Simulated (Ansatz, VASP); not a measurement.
# Two plane-wave programs on ReS

```
Re S
1.0
     2.97552    0.00000    0.00000
     0.00000    2.97552    0.00000
     0.00000    0.00000    5.95105
Re S
2 2
Direct
  0.00000 0.00000 0.00000
  0.00000 0.00000 0.50000
  0.50000 0.50000 0.25000
  0.50000 0.50000 0.75000
```

Alike in both runs: task single point; functional PBE; k mesh 14 × 14 × 7; occupations gaussian, width 0.1 eV; collinear spin.

```csv
,VASP,Ansatz
version,VASP 6.6.1,Ansatz 0.2.0
potentials or method,"VASP PAW PBE potentials, release 64 (Re, S), cutoff 520 eV","scalar-relativistic, plane waves, PAW"
valence electrons in the cell,26,42
```

VASP gave:

- gap on the k mesh at the Fermi level (eV): none
- pressure (GPa): 0.9
- net moment per atom (μB): 0.00

Q: Which values does Ansatz return?

A: gap on the k mesh at the Fermi level (eV): none; pressure (GPa): 0.0; net moment per atom (μB): 0.00.

A gap of «none» marks a metal or a gap that the smearing closes. VASP's potentials hold 26 valence electrons a cell and Ansatz's 42, so a difference there can come from the potentials and not from the codes. Ansatz's warnings: seeded moment not kept.

Spin-orbit coupling is off throughout.
